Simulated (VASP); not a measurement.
# Yb (Pm-3m) in VASP: further runs

Yb is run at these levels: PBE; tasks: density of states.

Everything below comes from runs of VASP 6.6.1. Logs are shortened: lines on timing, memory, paths and dates and some standing lists are left out, and cuts for length are marked.

## 1. The cell of the first run

Symmetry: Pm-3m, No. 221, cubic system. Conventional cell: a = 2.499 Å, b = 2.499 Å, c = 2.499 Å, α = 90.00°, β = 90.00°, γ = 90.00°. Yb (site symmetry m-3m) has 6 Yb at 2.50 Å within 3.3 Å.

## 2. Density of states, PBE (volume scaled by 0.4)

Input file POSCAR:

```
Yb
1.0
    2.4986670421      0.0000000000      0.0000000000
    0.0000000000      2.4986670421      0.0000000000
    0.0000000000      0.0000000000      2.4986670421
Yb
1
Direct
    0.0000000000      0.0000000000      0.0000000000
```

Input file INCAR.step1:

```
PREC = Accurate
ENCUT = 520
EDIFF = 1E-6
ISMEAR = -1
SIGMA = 0.1
LREAL = F
LASPH = T
NELM = 60
ALGO = Normal
ISIF = 2
LWAVE = F
LCHARG = T
LMAXMIX = 6
GGA = PE
NBANDS = 18
```

Input file KPOINTS.step1:

```
Automatic mesh
0
Gamma
  13 13 13
```

Input file INCAR.step2:

```
PREC = Accurate
ENCUT = 520
EDIFF = 1E-6
ISMEAR = -5
SIGMA = 0.1
LREAL = F
LASPH = T
NELM = 60
ALGO = Normal
ISIF = 2
LWAVE = F
LCHARG = F
LMAXMIX = 6
GGA = PE
LORBIT = 11
NBANDS = 18
NEDOS = 1001
ICHARG = 11
```

Input file KPOINTS.step2:

```
Automatic mesh
0
Gamma
  20 20 20
```

Potentials or basis: VASP PAW PBE potentials, release 64 (Yb).

Command:

```
$ cat potpaw_PBE.64/Yb/POTCAR > POTCAR
$ cp INCAR.step1 INCAR
$ cp KPOINTS.step1 KPOINTS
$ mpirun -np 1 vasp_std > vasp.out
$ cp INCAR.step2 INCAR
$ cp KPOINTS.step2 KPOINTS
$ mpirun -np 1 vasp_std > vasp.out
```

OUTCAR:

```text
PREC = Accurate
   ENCUT = 520
   EDIFF = 1E-6
   ISMEAR = -5
   LREAL = F
   LASPH = T
   NELM = 60
   ISIF = 2
   GGA = PE
   LORBIT = 11
   ICHARG = 11

 ion  position               nearest neighbor table
   1  0.000  0.000  0.000-

  LATTYP: Found a simple cubic cell.
 ALAT       =     2.4986670421

  Lattice vectors:

 A1 = (   2.4986670421,   0.0000000000,   0.0000000000)
 A2 = (   0.0000000000,   2.4986670421,   0.0000000000)
 A3 = (   0.0000000000,   0.0000000000,   2.4986670421)

Analysis of symmetry for initial positions (statically):
=====================================================================
 Subroutine PRICEL returns:
 Original cell was already a primitive cell.

 Routine SETGRP: Setting up the symmetry group for a
 simple cubic supercell.

 Subroutine GETGRP returns: Found 48 space group operations
[... 9 lines left out ...]

 Routine SETGRP: Setting up the symmetry group for a
 simple cubic supercell.

 Subroutine GETGRP returns: Found 48 space group operations
[... 11 lines left out ...]
                                     Primitive cell

  volume of cell :      15.6000

  direct lattice vectors                    reciprocal lattice vectors
     2.498667042  0.000000000  0.000000000     0.400213387  0.000000000  0.000000000
     0.000000000  2.498667042  0.000000000     0.000000000  0.400213387  0.000000000
     0.000000000  0.000000000  2.498667042     0.000000000  0.000000000  0.400213387

  length of vectors
     2.498667042  2.498667042  2.498667042     0.400213387  0.400213387  0.400213387

  position of ions in fractional coordinates (direct lattice)
     0.000000000  0.000000000  0.000000000

  ion indices of the primitive-cell ions
   primitive index   ion index
                 1           1

----------------------------------------------------------------------------------------

 KPOINTS: Automatic mesh

Automatic generation of k-mesh.
 Grid dimensions read from file:
 generate k-points for:   20   20   20

 Generating k-lattice:

  Cartesian coordinates                     Fractional coordinates (reciprocal lattice)
     0.020010669  0.000000000  0.000000000     0.050000000  0.000000000  0.000000000
     0.000000000  0.020010669  0.000000000     0.000000000  0.050000000  0.000000000
     0.000000000  0.000000000  0.020010669     0.000000000  0.000000000  0.050000000

  Length of vectors
     0.020010669  0.020010669  0.020010669

  Shift w.r.t. Gamma in fractional coordinates (k-lattice)
     0.000000000  0.000000000  0.000000000

 TETIRR: Found   3982 inequivalent tetrahedra from    48000

 Subroutine IBZKPT returns following result:
 ===========================================

 Found    286 irreducible k-points:

 Following reciprocal coordinates:
            Coordinates               Weight
  0.000000  0.000000  0.000000      1.000000
  0.050000  0.000000  0.000000      6.000000
  0.100000  0.000000  0.000000      6.000000
  0.150000  0.000000  0.000000      6.000000
  0.200000  0.000000  0.000000      6.000000
  0.250000  0.000000  0.000000      6.000000
[... 16 lines left out ...]
  0.150000  0.100000  0.000000     24.000000
  0.200000  0.100000  0.000000     24.000000
 [... further k-points ...]
   k-points           NKPTS =    286   k-points in BZ     NKDIM =    286   number of bands    NBANDS=     18
   number of dos      NEDOS =   1001   number of ions     NIONS =      1
   total plane-waves  NPLWV =   8000
   dimension x,y,z NGX =    20 NGY =   20 NGZ =   20
   dimension x,y,z NGXF=    40 NGYF=   40 NGZF=   40
   ions per type =               1
   NGX,Y,Z   is equivalent  to a cutoff of  13.31, 13.31, 13.31 a.u.
   NGXF,Y,Z  is equivalent  to a cutoff of  26.61, 26.61, 26.61 a.u.
 SYSTEM =  unknown system
   PREC   = accura    normal or accurate (medium, high low for compatibility)
   ISTART =      0    job   : 0-new  1-cont  2-samecut
   ICHARG =     11    charge: 1-file 2-atom 10-const
   ISPIN  =      1    spin polarized calculation?
   LNONCOLLINEAR =      F non collinear calculations
   LSORBIT =      F    spin-orbit coupling
   LASPH  =      T    aspherical Exc in radial PAW
   ENCUT  =  520.0 eV  38.22 Ry    6.18 a.u.   4.65  4.65  4.65*2*pi/ulx,y,z
   NELM   =     60;   NELMIN=  2; NELMDL=  0     # of ELM steps
   EDIFF  = 0.1E-05   stopping-criterion for ELM
   LREAL  =      F    real-space projection
   EDIFFG = 0.1E-04   stopping-criterion for IOM
   NSW    =      0    number of steps for IOM
   IBRION =     -1    ionic relax: 0-MD 1-quasi-New 2-CG
   NFREE  =      0    steps in history (QN), initial steepest desc. (CG)
   ISIF   =      2    stress and relaxation
   ISYM   =      2    0-nonsym 1-usesym 2-fastsym
   POTIM  = 0.5000    time-step for ionic-motion
   TEBEG  =    0.0;   TEEND  =   0.0 temperature during run
   PSTRESS=    0.0 pullay stress
   NELECT =      24.0000    total number of electrons
   NUPDOWN=      -1.0000    fix difference up-down
   EMIN   =  10.00;   EMAX   =-10.00  energy-range for DOS
   EFERMI =   0.00;   METHOD = LEGACY
   ISMEAR =    -5;   SIGMA  =   0.10  broadening in eV -4-tet -1-fermi 0-gaus
   EFERMI_NEDOS =   21; number of points for ismear=-14 and -15
   IALGO  =     38    algorithm
   IMIX   =      4    mixing-type and parameters
     AMIX     =   0.40;   BMIX     =  1.00
     AMIX_MAG =   1.60;   BMIX_MAG =  1.00
  volume/ion in A,a.u.               =      15.60       105.27
  Fermi-wavevector in a.u.,A,eV,Ry     =   1.889891  3.571377 48.595788  3.571690
  Thomas-Fermi vector in A             =   2.931381
   LORBIT       =     11    0 simple, 1 ext, 2 COOP (PROOUT), +10 PAW based schemes
   GGA     = PE    functional components
   LHFCALC =     F    Hartree Fock is set to
   AEXX    =    0.0000 exact exchange contribution
   IVDW    =     0    specifies the selected vdW correction
   LEPSILON=     F    determine dielectric tensor
   LRPA    =     F    only Hartree local field effects (RPA)
 non-spin polarized calculation
 Fermi weights with tetrahedron method with Bloechl corrections
  energy-cutoff  :      520.00
  volume of cell :       15.60
 maximum number of plane-waves:       439
 NGX is ok and might be reduce to    20

 number of electron      24.0000007 magnetization

 Free energy of the ion-electron system (eV)
  ---------------------------------------------------
  ext. energy  EPLUGINS =         0.00000000
  ---------------------------------------------------
  free energy    TOTEN  =        -0.73267158 eV

  energy without entropy =       -0.73267158  energy(sigma->0) =       -0.73267158

 E-fermi :   4.8263     XC(G=0): -13.9246

 val. band max:        4.8592690867   @ k =   0.4000   0.2000   0.2000
 cond. band min:       4.7782930767   @ k =   0.4000   0.4000   0.4000
 fundamental gap:     -0.0809760099
 Fermi energy:         4.8263398316

 k-point     1 :       0.0000    0.0000    0.0000
  band No.  band energies     occupation
      1     -47.7118      2.00000
      2     -17.6656      2.00000
      3     -17.6656      2.00000
      4     -17.6656      2.00000
      5      -0.6698      2.00000
      6       3.6778      2.00000
[... 10 lines left out ...]
     17      18.3643      0.00000
     18      24.5751      0.00000

 k-point     2 :       0.0500    0.0000    0.0000
  band No.  band energies     occupation
      1     -47.6988      2.00000
      2     -17.8097      2.00000
      3     -17.6538      2.00000
      4     -17.6538      2.00000
      5      -0.5373      2.00000
      6       3.5767      2.00000
[... 10 lines left out ...]
     17      18.3861      0.00000
     18      24.0395      0.00000

 k-point     3 :       0.1000    0.0000    0.0000
  band No.  band energies     occupation
      1     -47.6608      2.00000
      2     -18.2126      2.00000
      3     -17.6197      2.00000
      4     -17.6197      2.00000
      5      -0.1793      2.00000
      6       3.4941      2.00000
[... 10 lines left out ...]
     17      18.4497      0.00000
     18      22.8475      0.00000

 k-point     4 :       0.1500    0.0000    0.0000
  band No.  band energies     occupation
      1     -47.6011      2.00000
      2     -18.8001      2.00000
      3     -17.5662      2.00000
      4     -17.5662      2.00000
      5       0.3143      2.00000
      6       3.4316      2.00000
[... 10 lines left out ...]
     17      18.5503      0.00000
     18      21.5677      0.00000

 k-point     5 :       0.2000    0.0000    0.0000
  band No.  band energies     occupation
      1     -47.5248      2.00000
      2     -19.4842      2.00000
      3     -17.4979      2.00000
      4     -17.4979      2.00000
      5       0.8623      2.00000
      6       3.3847      2.00000
[... 10 lines left out ...]
     17      18.6795      0.00000
     18      20.4777      0.00000

 k-point     6 :       0.2500    0.0000    0.0000
  band No.  band energies     occupation
      1     -47.4388      2.00000
      2     -20.1846      2.00000
      3     -17.4213      2.00000
      4     -17.4213      2.00000
      5       1.4201      2.00000
      6       3.3500      2.00000
[... 307 lines left out ...]
 k-point    21 :       0.5000    0.0500    0.0000
  band No.  band energies     occupation
      1     -47.1372      2.00000
      2     -22.1418      2.00000
      3     -17.2953      2.00000
      4     -17.1552      2.00000
      5       3.0775      2.00000
      6       3.2844      2.00000
[... 10 lines left out ...]
     17      19.0529      0.00000
     18      21.2558      0.00000

 k-point    22 :       0.1000    0.1000    0.0000
  band No.  band energies     occupation
      1     -47.6100      2.00000
      2     -18.2090      2.00000
      3     -18.1146      2.00000
      4     -17.5741      2.00000
      5       0.3192      2.00000
      6       3.4919      2.00000
[... 10 lines left out ...]
     17      17.5790      0.00000
     18      23.9266      0.00000

 k-point    23 :       0.1500    0.1000    0.0000
  band No.  band energies     occupation
      1     -47.5505      2.00000
      2     -18.7508      2.00000
      3     -18.0966      2.00000
      4     -17.5209      2.00000
      5       0.8126      2.00000
      6       3.4617      2.00000
[... 10 lines left out ...]
     17      17.4839      0.00000
     18      22.6765      0.00000

 k-point    24 :       0.2000    0.1000    0.0000
  band No.  band energies     occupation
      1     -47.4745      2.00000
      2     -19.4279      2.00000
      3     -18.0236      2.00000
      4     -17.4532      2.00000
      5       1.3462      2.00000
      6       3.4199      2.00000
[... 10 lines left out ...]
     17      17.5899      0.00000
     18      21.4946      0.00000

 [... further k-points ...]

------------------------ aborting loop because EDIFF is reached ----------------------------------------

  FORCE on cell =-STRESS in cart. coord.  units (eV):
  Direction    XX          YY          ZZ          XY          YZ          ZX
  --------------------------------------------------------------------------------------
  -------------------------------------------------------------------------------------
  Total        6.0202872      6.0202872      6.0202872     -0.0000000     -0.0000000      0.0000000
  in kB      618.3048146    618.3048146    618.3048146     -0.0000000     -0.0000000      0.0000000
  external PRESSURE =     618.3048146 kB  Pullay stress =       0.0000000 kB

 VOLUME and BASIS-vectors are now :
 -----------------------------------------------------------------------------
  energy-cutoff  :      520.00
  volume of cell :       15.60
      direct lattice vectors                 reciprocal lattice vectors
     2.498667042  0.000000000  0.000000000     0.400213387  0.000000000  0.000000000
     0.000000000  2.498667042  0.000000000     0.000000000  0.400213387  0.000000000
     0.000000000  0.000000000  2.498667042     0.000000000  0.000000000  0.400213387

 POSITION                                       TOTAL-FORCE (eV/Angst)
 -----------------------------------------------------------------------------------
      0.00000      0.00000      0.00000         0.000000      0.000000      0.000000
 -----------------------------------------------------------------------------------
    total drift:                                0.000000      0.000000     -0.000000

  FREE ENERGIE OF THE ION-ELECTRON SYSTEM (eV)
  ---------------------------------------------------
  free  energy   TOTEN  =        -0.7326715784 eV

  energy  without entropy=       -0.7326715784  energy(sigma->0) =       -0.73267158

 total charge

# of ion       s       p       d       f       tot
--------------------------------------------------
    1        2.289   6.129   1.174  13.592  23.184
```

It took 44 s on 1 thread of Intel Xeon 6975P-C (Granite Rapids), shared host; peak memory 0.2 GiB.

What came out:

- Valence electrons inside the program's atomic spheres: Yb 23.18

Caveat: spin-orbit coupling is left out, which moves the levels of the heavy elements; tetrahedron occupations give inexact forces and stress in metals. Spin polarisation is off, so any magnetic state and its effect on volume and gap are missing.

[end of part 1 of 2]
